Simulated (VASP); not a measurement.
# GdO (F-43m) in VASP: a series of runs

The runs below take GdO through single point, relaxation of cell and atoms, with r2SCAN, PBEsol+D3(BJ).

All numbers are computed with VASP 6.6.1; they aren't measurements. Logs are shortened: lines on timing, memory, paths and dates and some standing lists are left out, and cuts for length are marked.

## Step 1: The cell of the first run

Symmetry: F-43m, No. 216, cubic system. Conventional cell: a = 5.436 Å, b = 5.436 Å, c = 5.436 Å, α = 90.00°, β = 90.00°, γ = 90.00°. Within 3.1 Å of Gd (site symmetry -43m) lie 4 O at 2.35 Å. Within 3.1 Å of O (site symmetry -43m) lie 4 Gd at 2.35 Å.

## Step 2: Single point, r2SCAN, collinear spin, ferromagnetic start

POSCAR reads:

```
GdO
1.0
    0.0000000000      2.7178813158      2.7178813158
    2.7178813158      0.0000000000      2.7178813158
    2.7178813158      2.7178813158      0.0000000000
Gd O
1 1
Direct
    0.0000000000      0.0000000000      0.0000000000
    0.2500000000      0.2500000000      0.2500000000
```

INCAR.step1 reads:

```
ALGO = Normal
EDIFF = 1E-4
ENCUT = 520
GGA = PE
ISMEAR = -1
ISPIN = 2
LASPH = True
LCHARG = False
LMAXMIX = 6
LREAL = False
LWAVE = True
MAGMOM = 7 0
NBANDS = 23
NELM = 150
PREC = Accurate
SIGMA = 0.05
```

INCAR.step2 reads:

```
ALGO = Normal
EDIFF = 1E-7
ENCUT = 520
ISIF = 2
ISMEAR = -1
ISPIN = 2
ISTART = 1
LASPH = True
LCHARG = False
LMAXMIX = 6
LMIXTAU = True
LORBIT = 11
LREAL = False
LWAVE = False
MAGMOM = 7 0
METAGGA = R2SCAN
NBANDS = 23
NELM = 150
PREC = Accurate
SIGMA = 0.05
```

KPOINTS reads:

```
k-points
0
Gamma
  9 9 9
```

Potentials or basis: VASP PAW PBE potentials, release 64 (Gd, O).

Launch:

```sh
> cat potpaw_PBE.64/Gd/POTCAR potpaw_PBE.64/O/POTCAR > POTCAR
> cp INCAR.step1 INCAR
> mpirun -np 1 vasp_std > vasp.out
> cp INCAR.step2 INCAR
> mpirun -np 1 vasp_std > vasp.out
```

OUTCAR:

```text
EDIFF = 1E-7
   ENCUT = 520
   ISIF = 2
   ISMEAR = -1
   ISPIN = 2
   ISTART = 1
   LASPH = True
   LORBIT = 11
   LREAL = False
   METAGGA = R2SCAN
   NELM = 150
   PREC = Accurate

 ion  position               nearest neighbor table
   1  0.000  0.000  0.000-   2 2.35   2 2.35   2 2.35   2 2.35
   2  0.250  0.250  0.250-   1 2.35   1 2.35   1 2.35   1 2.35

  LATTYP: Found a face centered cubic cell.
 ALAT       =     5.4357626316

  Lattice vectors:

 A1 = (   0.0000000000,   2.7178813158,   2.7178813158)
 A2 = (   2.7178813158,   0.0000000000,   2.7178813158)
 A3 = (   2.7178813158,   2.7178813158,   0.0000000000)

Analysis of symmetry for initial positions (statically):
=====================================================================
 Subroutine PRICEL returns:
 Original cell was already a primitive cell.

 Routine SETGRP: Setting up the symmetry group for a
 face centered cubic supercell.

 Subroutine GETGRP returns: Found 24 space group operations
 (whereof 24 operations were pure point group operations)
 out of a pool of 48 trial point group operations.

The static configuration has the point symmetry T_d .

Analysis of symmetry for dynamics (positions and initial velocities):
=====================================================================
 Subroutine PRICEL returns:
 Original cell was already a primitive cell.

 Routine SETGRP: Setting up the symmetry group for a
 face centered cubic supercell.

 Subroutine GETGRP returns: Found 24 space group operations
 (whereof 24 operations were pure point group operations)
 out of a pool of 48 trial point group operations.

The dynamic configuration has the point symmetry T_d .

Analysis of structural, dynamic, and magnetic symmetry:
=====================================================================
 Subroutine PRICEL returns:
 Original cell was already a primitive cell.

 Routine SETGRP: Setting up the symmetry group for a
 face centered cubic supercell.

 Subroutine GETGRP returns: Found 24 space group operations
 (whereof 24 operations were pure point group operations)
 out of a pool of 48 trial point group operations.

The overall configuration has the point symmetry T_d .

 Subroutine INISYM returns: Found 24 space group operations
 (whereof 24 operations are pure point group operations),
 and found     1 'primitive' translations

----------------------------------------------------------------------------------------

                                     Primitive cell

  volume of cell :      40.1533

  direct lattice vectors                    reciprocal lattice vectors
     0.000000000  2.717881316  2.717881316    -0.183966826  0.183966826  0.183966826
     2.717881316  0.000000000  2.717881316     0.183966826 -0.183966826  0.183966826
     2.717881316  2.717881316  0.000000000     0.183966826  0.183966826 -0.183966826

  length of vectors
     3.843664618  3.843664618  3.843664618     0.318639890  0.318639890  0.318639890

  position of ions in fractional coordinates (direct lattice)
     0.000000000  0.000000000  0.000000000
     0.250000000  0.250000000  0.250000000

  ion indices of the primitive-cell ions
   primitive index   ion index
                 1           1
                 2           2

----------------------------------------------------------------------------------------

 KPOINTS: k-points

Automatic generation of k-mesh.
 Grid dimensions read from file:
 generate k-points for:    9    9    9

 Generating k-lattice:

  Cartesian coordinates                     Fractional coordinates (reciprocal lattice)
    -0.020440758  0.020440758  0.020440758     0.111111111  0.000000000  0.000000000
     0.020440758 -0.020440758  0.020440758     0.000000000  0.111111111  0.000000000
     0.020440758  0.020440758 -0.020440758     0.000000000  0.000000000  0.111111111

  Length of vectors
     0.035404432  0.035404432  0.035404432

  Shift w.r.t. Gamma in fractional coordinates (k-lattice)
     0.000000000  0.000000000  0.000000000

 Subroutine IBZKPT returns following result:
 ===========================================

 Found     35 irreducible k-points:

 Following reciprocal coordinates:
            Coordinates               Weight
  0.000000  0.000000  0.000000      1.000000
  0.111111  0.000000  0.000000      8.000000
  0.222222  0.000000  0.000000      8.000000
  0.333333  0.000000  0.000000      8.000000
  0.444444  0.000000  0.000000      8.000000
  0.111111  0.111111  0.000000      6.000000
[... 16 lines left out ...]
 -0.333333  0.333333  0.000000     12.000000
  0.444444  0.444444  0.000000      6.000000
 [... further k-points ...]
   k-points           NKPTS =     35   k-points in BZ     NKDIM =     35   number of bands    NBANDS=     23
   number of dos      NEDOS =    301   number of ions     NIONS =      2
   total plane-waves  NPLWV =  27000
   dimension x,y,z NGX =    30 NGY =   30 NGZ =   30
   dimension x,y,z NGXF=    60 NGYF=   60 NGZF=   60
   ions per type =               1   1
   NGX,Y,Z   is equivalent  to a cutoff of  12.98, 12.98, 12.98 a.u.
   NGXF,Y,Z  is equivalent  to a cutoff of  25.95, 25.95, 25.95 a.u.
 SYSTEM =  unknown system
   PREC   = accura    normal or accurate (medium, high low for compatibility)
   ISTART =      1    job   : 0-new  1-cont  2-samecut
   ICHARG =      0    charge: 1-file 2-atom 10-const
   ISPIN  =      2    spin polarized calculation?
   LNONCOLLINEAR =      F non collinear calculations
   LSORBIT =      F    spin-orbit coupling
   LASPH  =      T    aspherical Exc in radial PAW
   ENCUT  =  520.0 eV  38.22 Ry    6.18 a.u.   7.15  7.15  7.15*2*pi/ulx,y,z
   NELM   =    150;   NELMIN=  2; NELMDL=  0     # of ELM steps
   EDIFF  = 0.1E-06   stopping-criterion for ELM
   LREAL  =      F    real-space projection
   EDIFFG = 0.1E-05   stopping-criterion for IOM
   NSW    =      0    number of steps for IOM
   IBRION =     -1    ionic relax: 0-MD 1-quasi-New 2-CG
   NFREE  =      0    steps in history (QN), initial steepest desc. (CG)
   ISIF   =      2    stress and relaxation
   ISYM   =      2    0-nonsym 1-usesym 2-fastsym
   POTIM  = 0.5000    time-step for ionic-motion
   TEBEG  =    0.0;   TEEND  =   0.0 temperature during run
   PSTRESS=    0.0 pullay stress
   NELECT =      24.0000    total number of electrons
   NUPDOWN=      -1.0000    fix difference up-down
   EMIN   =  10.00;   EMAX   =-10.00  energy-range for DOS
   EFERMI =   0.00;   METHOD = LEGACY
   ISMEAR =    -1;   SIGMA  =   0.05  broadening in eV -4-tet -1-fermi 0-gaus
   EFERMI_NEDOS =   21; number of points for ismear=-14 and -15
   IALGO  =     38    algorithm
   IMIX   =      4    mixing-type and parameters
     AMIX     =   0.40;   BMIX     =  1.00
     AMIX_MAG =   1.60;   BMIX_MAG =  1.00
  volume/ion in A,a.u.               =      20.08       135.48
  Fermi-wavevector in a.u.,A,eV,Ry     =   1.379023  2.605975 25.874250  1.901704
  Thomas-Fermi vector in A             =   2.504030
   LORBIT       =     11    0 simple, 1 ext, 2 COOP (PROOUT), +10 PAW based schemes
   METAGGA = R2SCAN    functional components
   LHFCALC =     F    Hartree Fock is set to
   AEXX    =    0.0000 exact exchange contribution
   IVDW    =     0    specifies the selected vdW correction
   LEPSILON=     F    determine dielectric tensor
   LRPA    =     F    only Hartree local field effects (RPA)
 spin polarized calculation
  energy-cutoff  :      520.00
  volume of cell :       40.15
 maximum number of plane-waves:      1092
 NGX is ok and might be reduce to    30
   NGX = 15   NGY = 15   NGZ = 15

 number of electron      23.9999989 magnetization       7.9351936

 Free energy of the ion-electron system (eV)
  ---------------------------------------------------
  ext. energy  EPLUGINS =         0.00000000
  ---------------------------------------------------
  free energy    TOTEN  =       -52.87692913 eV

  energy without entropy =      -52.87188756  energy(sigma->0) =      -52.87440835

 E-fermi :   3.8212     XC(G=0): -10.5658

 val. band max:        3.8137842355   @ k =   0.4444   0.0000   0.0000
 cond. band min:       4.0114993815   @ k =   0.2222   0.1111   0.0000
 fundamental gap:      0.1977151460
 Fermi energy:         3.8212014814

 spin component 1

 k-point     1 :       0.0000    0.0000    0.0000
  band No.  band energies     occupation
      1     -43.7808      1.00000
      2     -20.2806      1.00000
      3     -20.2805      1.00000
      4     -20.2805      1.00000
      5     -16.6763      1.00000
      6      -2.5751      1.00000
[... 15 lines left out ...]
     22      15.5327      0.00000
     23      15.8639      0.00000
[... 575 lines left out ...]
      1     -43.7364      1.00000
      2     -21.1638      1.00000
      3     -20.4513      1.00000
      4     -20.4513      1.00000
      5     -15.7812      1.00000
      6      -2.8641      1.00000
[... 15 lines left out ...]
     22      13.3731      0.00000
     23      14.4800      0.00000

 [... further k-points ...]

 spin component 2

 k-point     1 :       0.0000    0.0000    0.0000
  band No.  band energies     occupation
      1     -39.9061      1.00000
      2     -17.5288      1.00000
      3     -17.5288      1.00000
      4     -17.5288      1.00000
      5     -16.5304      1.00000
      6      -1.7515      1.00000
[... 15 lines left out ...]
     22      16.7134      0.00000
     23      16.7139      0.00000
[... 575 lines left out ...]
      1     -39.8439      1.00000
      2     -19.1694      1.00000
      3     -17.7559      1.00000
      4     -17.7559      1.00000
      5     -14.9190      1.00000
      6      -2.2497      1.00000
[... 15 lines left out ...]
     22      15.1296      0.00000
     23      15.7318      0.00000

 [... further k-points ...]

------------------------ aborting loop because EDIFF is reached ----------------------------------------

  FORCE on cell =-STRESS in cart. coord.  units (eV):
  Direction    XX          YY          ZZ          XY          YZ          ZX
  --------------------------------------------------------------------------------------
  -------------------------------------------------------------------------------------
  Total       -1.0944845     -1.0944845     -1.0944845     -0.0000000      0.0000000      0.0000000
  in kB      -43.6715614    -43.6715614    -43.6715614     -0.0000000      0.0000000      0.0000000
  external PRESSURE =     -43.6715614 kB  Pullay stress =       0.0000000 kB

 VOLUME and BASIS-vectors are now :
 -----------------------------------------------------------------------------
  energy-cutoff  :      520.00
  volume of cell :       40.15
      direct lattice vectors                 reciprocal lattice vectors
     0.000000000  2.717881316  2.717881316    -0.183966826  0.183966826  0.183966826
     2.717881316  0.000000000  2.717881316     0.183966826 -0.183966826  0.183966826
     2.717881316  2.717881316  0.000000000     0.183966826  0.183966826 -0.183966826

 POSITION                                       TOTAL-FORCE (eV/Angst)
 -----------------------------------------------------------------------------------
      0.00000      0.00000      0.00000         0.000000      0.000000     -0.000000
      1.35894      1.35894      1.35894        -0.000000     -0.000000      0.000000
 -----------------------------------------------------------------------------------
    total drift:                               -0.000000     -0.000000     -0.000000

  FREE ENERGIE OF THE ION-ELECTRON SYSTEM (eV)
  ---------------------------------------------------
  free  energy   TOTEN  =       -52.8769291298 eV

  energy  without entropy=      -52.8718875627  energy(sigma->0) =      -52.87440835

 total charge

# of ion       s       p       d       f       tot
--------------------------------------------------
    1        2.036   5.664   0.475   6.977  15.153
    2        1.570   3.455   0.000   0.000   5.025
--------------------------------------------------
tot          3.606   9.120   0.475   6.977  20.178

 magnetization (x)

# of ion       s       p       d       f       tot
--------------------------------------------------
    1        0.001  -0.105   0.201   6.888   6.984
    2        0.007   0.019   0.000   0.000   0.026
--------------------------------------------------
tot          0.007  -0.086   0.201   6.888   7.010
```

Run time: 4 min. Hardware: 1 thread of Intel Xeon 6975P-C (Granite Rapids), shared host; peak memory 0.24 GiB.

What came out:

```yaml
Free_energy: -52.8769 eV
Pressure: -4.4 GPa
Net_moment: 7.94 μB per cell
Site_moments: Gd +6.98; O +0.03 μB
Valence_electrons_inside_the_program's_atomic_spheres: Gd 15.15; O 5.03
```

Caveat: the cell stands under tension; the PAW data sets were made with another functional, which shifts forces and pressure a little; spin-orbit coupling is left out, which moves the levels of the heavy elements; a cell with one magnetic atom can't hold antiferromagnetic order, which such compounds often take; semilocal functionals describe open f shells poorly, which spoils levels, moments and volumes. With open d or f shells a metallic result of r2SCAN can be an artefact of self-interaction; +U or a hybrid may open a gap.

## Step 3: Single point, r2SCAN, collinear spin, ferromagnetic start

This run uses another cell than the first one, of 20.47 Å³/atom.

POSCAR reads:

```
GdO
1.0
    0.0000000000      2.7355303903      2.7355303903
    2.7355303903      0.0000000000      2.7355303903
    2.7355303903      2.7355303903      0.0000000000
Gd O
1 1
Direct
    0.0000000000      0.0000000000      0.0000000000
    0.2500000000      0.2500000000      0.2500000000
```

INCAR.step1 reads:

```
SYSTEM = GdO
PREC     = Accurate       ! precision mode
ENCUT    = 520            ! plane-wave cutoff, eV
ISMEAR   = -1             ! smearing method
SIGMA    = 0.05           ! smearing width, eV
LREAL    = .FALSE.        ! projectors in reciprocal space
LASPH    = .TRUE.         ! aspherical terms in the spheres
NELM     = 150            ! most SCF steps
ISPIN    = 2              ! spin polarisation
MAGMOM   = 7 0            ! initial moments
LMAXMIX  = 6              ! l up to which the mixer works
NBANDS   = 23             ! bands
GGA      = PE             ! functional
ALGO     = Normal         ! electronic algorithm
EDIFF    = 1E-4           ! SCF threshold, eV
LWAVE    = .TRUE.         ! write WAVECAR
LCHARG   = .FALSE.        ! write CHGCAR
```

INCAR.step2 reads:

```
SYSTEM = GdO
PREC     = Accurate       ! precision mode
ENCUT    = 520            ! plane-wave cutoff, eV
EDIFF    = 1E-7           ! SCF threshold, eV
ISMEAR   = -1             ! smearing method
SIGMA    = 0.05           ! smearing width, eV
LREAL    = .FALSE.        ! projectors in reciprocal space
LASPH    = .TRUE.         ! aspherical terms in the spheres
NELM     = 150            ! most SCF steps
ALGO     = Normal         ! electronic algorithm
ISIF     = 2              ! what is computed and relaxed
LWAVE    = .FALSE.        ! write WAVECAR
LCHARG   = .FALSE.        ! write CHGCAR
ISPIN    = 2              ! spin polarisation
MAGMOM   = 7 0            ! initial moments
LORBIT   = 11             ! projections on sites
LMAXMIX  = 6              ! l up to which the mixer works
METAGGA  = R2SCAN         ! meta-GGA
LMIXTAU  = .TRUE.       
NBANDS   = 23             ! bands
ISTART   = 1
```

KPOINTS reads:

```
regular mesh
0
G
  9 9 9
  0 0 0
```

Potentials or basis: VASP PAW PBE potentials, release 64 (Gd, O).

Launch:

```sh
> cat potpaw_PBE.64/Gd/POTCAR potpaw_PBE.64/O/POTCAR > POTCAR
> cp INCAR.step1 INCAR
> mpirun -np 1 vasp_std > vasp.out
> cp INCAR.step2 INCAR
> mpirun -np 1 vasp_std > vasp.out
```

OUTCAR:

```text
SYSTEM = GdO
   PREC = Accurate
   ENCUT = 520
   EDIFF = 1E-7
   ISMEAR = -1
   LREAL = .FALSE.
   LASPH = .TRUE.
   NELM = 150
   ISIF = 2
   ISPIN = 2
   LORBIT = 11
   METAGGA = R2SCAN
   ISTART = 1

 ion  position               nearest neighbor table
   1  0.000  0.000  0.000-   2 2.37   2 2.37   2 2.37   2 2.37
   2  0.250  0.250  0.250-   1 2.37   1 2.37   1 2.37   1 2.37

  LATTYP: Found a face centered cubic cell.
 ALAT       =     5.4710607806

  Lattice vectors:

[... 1464 lines left out ...]

 VOLUME and BASIS-vectors are now :
 -----------------------------------------------------------------------------
  energy-cutoff  :      520.00
  volume of cell :       40.94
      direct lattice vectors                 reciprocal lattice vectors
     0.000000000  2.735530390  2.735530390    -0.182779911  0.182779911  0.182779911
     2.735530390  0.000000000  2.735530390     0.182779911 -0.182779911  0.182779911
     2.735530390  2.735530390  0.000000000     0.182779911  0.182779911 -0.182779911

 POSITION                                       TOTAL-FORCE (eV/Angst)
 -----------------------------------------------------------------------------------
      0.00000      0.00000      0.00000        -0.000000     -0.000000     -0.000000
      1.36777      1.36777      1.36777         0.000000      0.000000      0.000000
 -----------------------------------------------------------------------------------
    total drift:                               -0.000000     -0.000000     -0.000000

  FREE ENERGIE OF THE ION-ELECTRON SYSTEM (eV)
  ---------------------------------------------------
  free  energy   TOTEN  =       -52.8527818722 eV

  energy  without entropy=      -52.8477065903  energy(sigma->0) =      -52.85024423

 total charge

# of ion       s       p       d       f       tot
--------------------------------------------------
    1        2.035   5.662   0.466   6.976  15.139
    2        1.569   3.447   0.000   0.000   5.016
--------------------------------------------------
tot          3.604   9.109   0.466   6.976  20.155

 magnetization (x)

# of ion       s       p       d       f       tot
--------------------------------------------------
    1        0.000  -0.107   0.199   6.889   6.982
    2        0.007   0.019   0.000   0.000   0.026
--------------------------------------------------
tot          0.007  -0.087   0.199   6.889   7.008
```

It took 3.5 min on 1 thread of Intel Xeon 6975P-C (Granite Rapids), shared host; peak memory 0.24 GiB.

Results:

* Free energy: -52.8528 eV
* Pressure: -5.9 GPa
* Net moment: 7.93 μB per cell
* Site moments: Gd +6.98; O +0.03 μB
* Valence electrons inside the program's atomic spheres: Gd 15.14; O 5.02

Caveat: the cell stands under tension; the PAW data sets were made with another functional, which shifts forces and pressure a little; spin-orbit coupling is left out, which moves the levels of the heavy elements; a cell with one magnetic atom can't hold antiferromagnetic order, which such compounds often take; semilocal functionals describe open f shells poorly, which spoils levels, moments and volumes.

(Part 1 of 2 ends here.)
